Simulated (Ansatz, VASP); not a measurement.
**FeCo3: VASP beside Ansatz**

INCAR

```
PREC = Accurate
ENCUT = 520
EDIFF = 1E-7
ISMEAR = 0
SIGMA = 0.1
LREAL = F
LASPH = T
NELM = 150
ALGO = Normal
ISIF = 2
LWAVE = F
LCHARG = T
ISPIN = 2
MAGMOM = 2.77 1.78 1.78 1.78
LORBIT = 11
LMAXMIX = 4
GGA = PS
LELF = T
LVHAR = T
NBANDS = 30
```

The input KPOINTS:

```
Automatic mesh
0
Gamma
  12 12 12
```

File POSCAR:

```
FeCo3
1.0
    3.4876517781      0.0000000000      0.0000000000
    0.0000000000      3.4876517781      0.0000000000
    0.0000000000      0.0000000000      3.4876517781
Fe Co
1 3
Direct
    0.0000000000      0.0000000000      0.0000000000
    0.5000000000      0.5000000000      0.0000000000
    0.5000000000      0.0000000000      0.5000000000
    0.0000000000      0.5000000000      0.5000000000
```

Input for Ansatz:

```yaml
crystal:
  lattice:
    - [3.4876517545, 0.0, 0.0]
    - [0.0, 3.4876517545, 0.0]
    - [0.0, 0.0, 3.4876517545]
  atoms:
    - { symbol: Fe, position: [0.0, 0.0, 0.0], spin: 2.77 }
    - { symbol: Co, position: [0.5, 0.5, 0.0], spin: 1.78 }
    - { symbol: Co, position: [0.5, 0.0, 0.5], spin: 1.78 }
    - { symbol: Co, position: [0.0, 0.5, 0.5], spin: 1.78 }
basis:
  ecutwfc: 420
kpoints:
  mp_grid: { grid: [12, 12, 12] }
  band_path:
    path:
      - [[0.0, 0.0, 0.0], [0.0, 0.5, 0.0], [0.5, 0.5, 0.0], [0.0, 0.0, 0.0], [0.5, 0.5, 0.5], [0.0, 0.5, 0.0]]
      - [[0.5, 0.5, 0.5], [0.5, 0.5, 0.0]]
    npoints: 14
hamiltonian:
  xc: pbesol
scf:
  occupations: { method: gaussian, width: 0.1 }
  n_extra_bands: 10
output:
  forces: true
  stress: true
  eigenvalues: true
  populations: true
  dos: { projected: true, de: 0.02, nscf_kmesh: { grid: [18, 18, 18] } }
  bader: true
  write_density: true
  write_potential: true
  elf: true
  volumetric_format: npy
magnetization:
  spin_polarized: true
checkpoint:
  read: start.run
  write: ck
  compress: false
  write_wavefunctions: false
  write_every: 100000
```

Alike in both runs: task single point; functional PBEsol; k mesh 12 × 12 × 12; occupations gaussian, width 0.1 eV; collinear spin.

|  | VASP | Ansatz |
| --- | --- | --- |
| version | VASP 6.6.1 | Ansatz 0.2.0 |
| potentials or method | VASP PAW PBE potentials, release 64 (Fe, Co), cutoff 520 eV | scalar-relativistic, plane waves, PAW |
| valence electrons in the cell | 35 | 67 |

```csv
,VASP,Ansatz,Ansatz less VASP
gap on the k mesh at the Fermi level (eV),none,none,-
pressure (GPa),-0.6,0.0,+0.59
net moment per atom (μB),1.79,1.80,+0.002
size of the moment on the site where the two differ most (μB),1.56,1.62,+0.060
```

VASP's potentials were made for PBE, not for PBEsol. Site moments also hang on the region over which each program counts them. A gap of «none» marks a metal or a gap that the smearing closes. VASP's potentials hold 35 valence electrons a cell and Ansatz's 67, so a difference there can come from the potentials and not from the codes. Ansatz's warnings: moment headroom below auto, stability check not made.
